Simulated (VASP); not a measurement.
A run of VASP 6.6.1:

Contents of INCAR:

```
SYSTEM = Sn3Se
  PREC = Accurate
  ENCUT = 520
  EDIFF = 1E-7
  ISMEAR = -1
  SIGMA = 0.05
  LREAL = .FALSE.
  LASPH = .TRUE.
  NELM = 100
  ALGO = Normal
  ISIF = 2
  LWAVE = .FALSE.
  LCHARG = .FALSE.
  GGA = PS
  NBANDS = 32
```

Contents of KPOINTS:

```
regular mesh
0
G
  6 6 6
  0 0 0
```

File POSCAR:

```
Sn3Se
1.0
    4.7100533498      0.0000000000      0.0000000000
    0.0000000000      4.7100533498      0.0000000000
    0.0000000000      0.0000000000      4.7100533498
Sn Se
3 1
Direct
    0.5000000000      0.5000000000      0.0000000000
    0.5000000000      0.0000000000      0.5000000000
    0.0000000000      0.5000000000      0.5000000000
    0.0000000000      0.0000000000      0.0000000000
```

Potentials or basis: VASP PAW PBE potentials, release 64 (Sn_d, Se).

Launch:

```sh
$ cat potpaw_PBE.64/Sn_d/POTCAR potpaw_PBE.64/Se/POTCAR > POTCAR
$ mpirun -np 1 vasp_std > vasp.out
```

Hardware: 1 thread of Intel Xeon 8259CL, with other jobs on the host.

Task: How long does it take, and how much memory?

Result: Wall time 90 s on 1 thread of Intel Xeon 8259CL (shared host), peak memory 0.23 GiB. Counts: scf iterations 13, k points 20.
